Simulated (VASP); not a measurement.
# Rh (I4/mmm) in VASP: single point with PBE

Aim: the single point of Rh with PBE.

Program: VASP 6.6.1. These are calculated values, not measurements. Logs are shortened: lines on timing, memory, paths and dates and some standing lists are left out, and cuts for length are marked.

### Step 1. The cell of the first run

Symmetry: I4/mmm, No. 139, tetragonal system. The conventional cell has a = 2.770 Å, b = 2.770 Å, c = 3.689 Å, α = 90.00°, β = 90.00°, γ = 90.00°. Rh (site symmetry 4/mmm) has 12 Rh at 2.69 to 2.77 Å within 3.5 Å.

### Step 2. Single point, PBE (strain +0.030 along x and y, -0.030 along z)

Contents of INCAR:

```
SYSTEM = Rh
  PREC = Accurate
  ENCUT = 520
  EDIFF = 1E-6
  ISMEAR = 0
  SIGMA = 0.15
  LREAL = .False.
  LASPH = .True.
  NELM = 100
  ALGO = Fast
  ISIF = 2
  LWAVE = .False.
  LCHARG = .True.
  GGA = PE
  LELF = .True.
  LVHAR = .True.
  NBANDS = 14
```

Contents of KPOINTS:

```
Automatic mesh
0
Gamma
  22 22 22
  0 0 0
```

Contents of POSCAR:

```
Rh
1.0
    0.0000000000      1.9585965000      1.8445035000
    1.9585965000      0.0000000000      1.8445035000
    1.9585965000      1.9585965000      0.0000000000
Rh
1
Direct
    0.0000000000      0.0000000000      0.0000000000
```

Potentials or basis: VASP PAW PBE potentials, release 64 (Rh_pv).

Launch:

```console
$ cat potpaw_PBE.64/Rh_pv/POTCAR > POTCAR
$ mpirun -np 1 vasp_std > vasp.out
```

OUTCAR:

```text
SYSTEM = Rh
   PREC = Accurate
   ENCUT = 520
   EDIFF = 1E-6
   ISMEAR = 0
   LREAL = .False.
   LASPH = .True.
   NELM = 100
   ISIF = 2
   GGA = PE

 ion  position               nearest neighbor table
   1  0.000  0.000  0.000-

  LATTYP: Found a body centered tetragonal cell.
 ALAT       =     2.7698737335
 C/A-ratio  =     1.3318321898

  Lattice vectors:

 A1 = (   0.0000000000,  -1.9585965000,  -1.8445035000)
 A2 = (   0.0000000000,   1.9585965000,  -1.8445035000)
 A3 = (   1.9585965000,   0.0000000000,   1.8445035000)

Analysis of symmetry for initial positions (statically):
=====================================================================
 Subroutine PRICEL returns:
 Original cell was already a primitive cell.

 Routine SETGRP: Setting up the symmetry group for a
 body centered tetragonal supercell.

 Subroutine GETGRP returns: Found 16 space group operations
 (whereof 16 operations were pure point group operations)
 out of a pool of 16 trial point group operations.

The static configuration has the point symmetry D_4h.

Analysis of symmetry for dynamics (positions and initial velocities):
=====================================================================
 Subroutine PRICEL returns:
 Original cell was already a primitive cell.

 Routine SETGRP: Setting up the symmetry group for a
 body centered tetragonal supercell.

 Subroutine GETGRP returns: Found 16 space group operations
 (whereof 16 operations were pure point group operations)
 out of a pool of 16 trial point group operations.

The dynamic configuration has the point symmetry D_4h.

 Subroutine INISYM returns: Found 16 space group operations
 (whereof 16 operations are pure point group operations),
 and found     1 'primitive' translations

----------------------------------------------------------------------------------------

                                     Primitive cell

  volume of cell :      14.1514

  direct lattice vectors                    reciprocal lattice vectors
     0.000000000  1.958596500  1.844503500    -0.255284843  0.255284843  0.271075658
     1.958596500  0.000000000  1.844503500     0.255284843 -0.255284843  0.271075658
     1.958596500  1.958596500  0.000000000     0.255284843  0.255284843 -0.271075658

  length of vectors
     2.690407666  2.690407666  2.769873734     0.451467291  0.451467291  0.451467291

  position of ions in fractional coordinates (direct lattice)
     0.000000000  0.000000000  0.000000000

  ion indices of the primitive-cell ions
   primitive index   ion index
                 1           1

----------------------------------------------------------------------------------------

 KPOINTS: Automatic mesh

Automatic generation of k-mesh.
 Grid dimensions read from file:
 generate k-points for:   22   22   22

 Generating k-lattice:

  Cartesian coordinates                     Fractional coordinates (reciprocal lattice)
    -0.011603856  0.011603856  0.012321621     0.045454545  0.000000000  0.000000000
     0.011603856 -0.011603856  0.012321621     0.000000000  0.045454545  0.000000000
     0.011603856  0.011603856 -0.012321621    -0.000000000 -0.000000000  0.045454545

  Length of vectors
     0.020521240  0.020521240  0.020521240

  Shift w.r.t. Gamma in fractional coordinates (k-lattice)
     0.000000000  0.000000000  0.000000000

 Subroutine IBZKPT returns following result:
 ===========================================

 Found    834 irreducible k-points:

 Following reciprocal coordinates:
            Coordinates               Weight
  0.000000  0.000000  0.000000      1.000000
  0.045455 -0.000000  0.000000      8.000000
  0.090909 -0.000000  0.000000      8.000000
  0.136364  0.000000  0.000000      8.000000
  0.181818 -0.000000  0.000000      8.000000
  0.227273 -0.000000  0.000000      8.000000
[... 16 lines left out ...]
  0.500000  0.045455  0.000000      8.000000
 -0.454545  0.045455  0.000000      8.000000
 [... further k-points ...]
   k-points           NKPTS =    834   k-points in BZ     NKDIM =    834   number of bands    NBANDS=     14
   number of dos      NEDOS =    301   number of ions     NIONS =      1
   total plane-waves  NPLWV =   9600
   dimension x,y,z NGX =    20 NGY =   20 NGZ =   24
   dimension x,y,z NGXF=    40 NGYF=   40 NGZF=   48
   ions per type =               1
   NGX,Y,Z   is equivalent  to a cutoff of  12.36, 12.36, 14.40 a.u.
   NGXF,Y,Z  is equivalent  to a cutoff of  24.72, 24.72, 28.81 a.u.
 SYSTEM =  Rh
   PREC   = accura    normal or accurate (medium, high low for compatibility)
   ISTART =      0    job   : 0-new  1-cont  2-samecut
   ICHARG =      2    charge: 1-file 2-atom 10-const
   ISPIN  =      1    spin polarized calculation?
   LNONCOLLINEAR =      F non collinear calculations
   LSORBIT =      F    spin-orbit coupling
   LASPH  =      T    aspherical Exc in radial PAW
   ENCUT  =  520.0 eV  38.22 Ry    6.18 a.u.   5.00  5.00  5.15*2*pi/ulx,y,z
   NELM   =    100;   NELMIN=  2; NELMDL= -5     # of ELM steps
   EDIFF  = 0.1E-05   stopping-criterion for ELM
   LREAL  =      F    real-space projection
   EDIFFG = 0.1E-04   stopping-criterion for IOM
   NSW    =      0    number of steps for IOM
   IBRION =     -1    ionic relax: 0-MD 1-quasi-New 2-CG
   NFREE  =      0    steps in history (QN), initial steepest desc. (CG)
   ISIF   =      2    stress and relaxation
   ISYM   =      2    0-nonsym 1-usesym 2-fastsym
   POTIM  = 0.5000    time-step for ionic-motion
   TEBEG  =    0.0;   TEEND  =   0.0 temperature during run
   PSTRESS=    0.0 pullay stress
   NELECT =      15.0000    total number of electrons
   NUPDOWN=      -1.0000    fix difference up-down
   EMIN   =  10.00;   EMAX   =-10.00  energy-range for DOS
   EFERMI =   0.00;   METHOD = LEGACY
   ISMEAR =     0;   SIGMA  =   0.15  broadening in eV -4-tet -1-fermi 0-gaus
   EFERMI_NEDOS =   21; number of points for ismear=-14 and -15
   IALGO  =     68    algorithm
   IMIX   =      4    mixing-type and parameters
     AMIX     =   0.40;   BMIX     =  1.00
     AMIX_MAG =   1.60;   BMIX_MAG =  1.00
  volume/ion in A,a.u.               =      14.15        95.50
  Fermi-wavevector in a.u.,A,eV,Ry     =   1.669189  3.154309 37.908430  2.786191
  Thomas-Fermi vector in A             =   2.754905
   LORBIT       =      0    0 simple, 1 ext, 2 COOP (PROOUT), +10 PAW based schemes
   GGA     = PE    functional components
   LHFCALC =     F    Hartree Fock is set to
   AEXX    =    0.0000 exact exchange contribution
   IVDW    =     0    specifies the selected vdW correction
   LEPSILON=     F    determine dielectric tensor
   LRPA    =     F    only Hartree local field effects (RPA)
 non-spin polarized calculation
 RMM-DIIS sequential band-by-band and
 Gauss-broadening in eV      SIGMA  =   0.15
  energy-cutoff  :      520.00
  volume of cell :       14.15
 maximum number of plane-waves:       398
   NGX =  9   NGY =  9   NGZ = 11

 number of electron      15.0000001 magnetization

 Free energy of the ion-electron system (eV)
  ---------------------------------------------------
  ext. energy  EPLUGINS =         0.00000000
  ---------------------------------------------------
  free energy    TOTEN  =        -7.24296688 eV

  energy without entropy =       -7.22704210  energy(sigma->0) =       -7.23500449

 E-fermi :  11.3692     XC(G=0): -13.8451

 val. band max:       11.3678412450   @ k =   0.3182   0.1364   0.0909
 cond. band min:      11.3692843731   @ k =  -0.2727   0.3636   0.0909
 fundamental gap:      0.0014431281
 Fermi energy:        11.3691682585

 k-point     1 :       0.0000    0.0000    0.0000
  band No.  band energies     occupation
      1     -34.9529      2.00000
      2     -34.9529      2.00000
      3     -34.9196      2.00000
      4       3.6355      2.00000
      5       8.2644      2.00000
      6       8.2644      2.00000
      7       8.8518      2.00000
      8      10.0543      2.00000
      9      10.7659      2.00000
     10      27.4575      0.00000
     11      32.0092      0.00000
     12      32.1016      0.00000
     13      32.1016      0.00000
     14      33.9578      0.00000

 k-point     2 :       0.0455   -0.0000    0.0000
  band No.  band energies     occupation
      1     -34.9629      2.00000
      2     -34.9553      2.00000
      3     -34.9248      2.00000
      4       3.7171      2.00000
      5       8.2560      2.00000
      6       8.2958      2.00000
      7       8.8550      2.00000
      8      10.0431      2.00000
      9      10.7427      2.00000
     10      27.5717      0.00000
     11      31.8445      0.00000
     12      32.0110      0.00000
     13      32.2168      0.00000
     14      33.8147      0.00000

 k-point     3 :       0.0909   -0.0000    0.0000
  band No.  band energies     occupation
      1     -34.9987      2.00000
      2     -34.9625      2.00000
      3     -34.9333      2.00000
      4       3.9552      2.00000
      5       8.2184      2.00000
      6       8.3797      2.00000
      7       8.8824      2.00000
      8      10.0217      2.00000
      9      10.6817      2.00000
     10      27.8871      0.00000
     11      31.0020      0.00000
     12      32.0103      0.00000
     13      32.5552      0.00000
     14      33.8666      0.00000

 k-point     4 :       0.1364    0.0000    0.0000
  band No.  band energies     occupation
      1     -35.0602      2.00000
      2     -34.9739      2.00000
      3     -34.9412      2.00000
      4       4.3272      2.00000
      5       8.1481      2.00000
      6       8.4822      2.00000
      7       8.9528      2.00000
      8      10.0276      2.00000
      9      10.6094      2.00000
     10      28.3085      0.00000
     11      29.8138      0.00000
     12      32.0105      0.00000
     13      33.0950      0.00000
     14      34.2860      0.00000

 k-point     5 :       0.1818   -0.0000    0.0000
  band No.  band energies     occupation
      1     -35.1404      2.00000
      2     -34.9885      2.00000
      3     -34.9496      2.00000
      4       4.7833      2.00000
      5       8.0980      2.00000
      6       8.5489      2.00000
      7       9.0394      2.00000
      8      10.1189      2.00000
      9      10.5714      2.00000
     10      28.3079      0.00000
     11      28.8862      0.00000
[... 276 lines left out ...]
 k-point    22 :       0.4545    0.0455    0.0000
  band No.  band energies     occupation
      1     -35.5815      2.00000
      2     -35.0759      2.00000
      3     -34.9996      2.00000
      4       5.5913      2.00000
      5       8.1489      2.00000
      6       8.6890      2.00000
      7      10.7872      2.00000
      8      12.0303      0.00000
      9      12.4894      0.00000
     10      20.4053      0.00000
     11      27.0903      0.00000
     12      31.8375      0.00000
     13      32.0099      0.00000
     14      33.3001      0.00000

 k-point    23 :       0.5000    0.0455    0.0000
  band No.  band energies     occupation
      1     -35.6008      2.00000
      2     -35.0773      2.00000
      3     -35.0042      2.00000
      4       5.5627      2.00000
      5       8.1103      2.00000
      6       8.6486      2.00000
      7      11.0706      1.99513
      8      12.0881      0.00000
      9      12.8604      0.00000
     10      19.7768      0.00000
     11      26.9517      0.00000
     12      31.7362      0.00000
     13      32.0099      0.00000
     14      32.8440      0.00000

 k-point    24 :      -0.4545    0.0455    0.0000
  band No.  band energies     occupation
      1     -35.5944      2.00000
      2     -35.0739      2.00000
      3     -35.0062      2.00000
      4       5.5721      2.00000
      5       8.1136      2.00000
      6       8.6516      2.00000
      7      11.0857      1.99246
      8      11.9855      0.00000
      9      12.7454      0.00000
     10      19.9639      0.00000
     11      26.9919      0.00000
     12      32.0085      0.00000
     13      32.0098      0.00000
     14      32.6940      0.00000

 [... further k-points ...]
[... 5 lines left out ...]
  --------------------------------------------------------------------------------------
  -------------------------------------------------------------------------------------
  Total       -0.4896616     -0.4896616      0.6234744      0.0000000      0.0000000      0.0000000
  in kB      -55.4379533    -55.4379533     70.5878227      0.0000000      0.0000000      0.0000000
  external PRESSURE =     -13.4293613 kB  Pullay stress =       0.0000000 kB

 VOLUME and BASIS-vectors are now :
 -----------------------------------------------------------------------------
  energy-cutoff  :      520.00
  volume of cell :       14.15
      direct lattice vectors                 reciprocal lattice vectors
     0.000000000  1.958596500  1.844503500    -0.255284843  0.255284843  0.271075658
     1.958596500  0.000000000  1.844503500     0.255284843 -0.255284843  0.271075658
     1.958596500  1.958596500  0.000000000     0.255284843  0.255284843 -0.271075658

 POSITION                                       TOTAL-FORCE (eV/Angst)
 -----------------------------------------------------------------------------------
      0.00000      0.00000      0.00000         0.000000      0.000000      0.000000
 -----------------------------------------------------------------------------------
    total drift:                               -0.000000     -0.000000      0.000000

  FREE ENERGIE OF THE ION-ELECTRON SYSTEM (eV)
  ---------------------------------------------------
  free  energy   TOTEN  =        -7.2429668815 eV

  energy  without entropy=       -7.2270420976  energy(sigma->0) =       -7.23500449
```

Run time: 86 s. Hardware: 1 thread of Intel Xeon Platinum 8488C (Sapphire Rapids), shared host; peak memory 0.25 GiB.

What came out:

```
Free energy : -7.2430 eV
Pressure    : -1.3 GPa
```

Caveat: the cell differs from its parent crystal (strain +0.030 along x and y, -0.030 along z).
